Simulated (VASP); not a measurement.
Input of a VASP 6.6.1 run:

The input POSCAR:

```
BeTe
1.0
    0.0000000000      2.7707006900      2.7707006900
    2.7707006900      0.0000000000      2.7707006900
    2.7707006900      2.7707006900      0.0000000000
Be Te
1 1
Direct
    0.0000000000      0.0000000000      0.0000000000
    0.2500000000      0.2500000000      0.2500000000
```

INCAR.step1

```
  ALGO = Normal
  EDIFF = 1E-4
  ENCUT = 520
  GGA = PE
  ISMEAR = -1
  LASPH = True
  LCHARG = False
  LREAL = False
  LWAVE = True
  NELM = 60
  PREC = Accurate
  SIGMA = 0.02
```

INCAR.step2

```
  ALGO = Normal
  EDIFF = 1E-6
  EDIFFG = -0.01
  ENCUT = 520
  IBRION = 2
  ISIF = 2
  ISMEAR = -1
  ISTART = 1
  LASPH = True
  LCHARG = False
  LMIXTAU = True
  LREAL = False
  LWAVE = False
  METAGGA = R2SCAN
  NELM = 60
  NSW = 50
  PREC = Accurate
  SIGMA = 0.02
```

KPOINTS

```
k-points
0
Gamma
  8 8 8
```

Potentials or basis: VASP PAW PBE potentials, release 64 (Be, Te).

The run is started by

```bash
$ cat potpaw_PBE.64/Be/POTCAR potpaw_PBE.64/Te/POTCAR > POTCAR
$ cp INCAR.step1 INCAR
$ mpirun -np 1 vasp_std > vasp.out
$ cp INCAR.step2 INCAR
$ mpirun -np 1 vasp_std > vasp.out
```

Task: Estimate the band gap on the k mesh.

Result: 2.21 eV, indirect (least direct gap 3.96 eV).

Final structure:
```
Be Te
1.0
     0.00000    2.77070    2.77070
     2.77070    0.00000    2.77070
     2.77070    2.77070    0.00000
Be Te
1 1
Direct
  0.00000 0.00000 0.00000
  0.25000 0.25000 0.25000
```

Caveat: the relaxation stopped at its first step, so nothing moved; spin-orbit coupling is left out, which moves the levels of the heavy elements. r2SCAN opens gaps a little over a GGA but as a rule still falls short of measured ones.
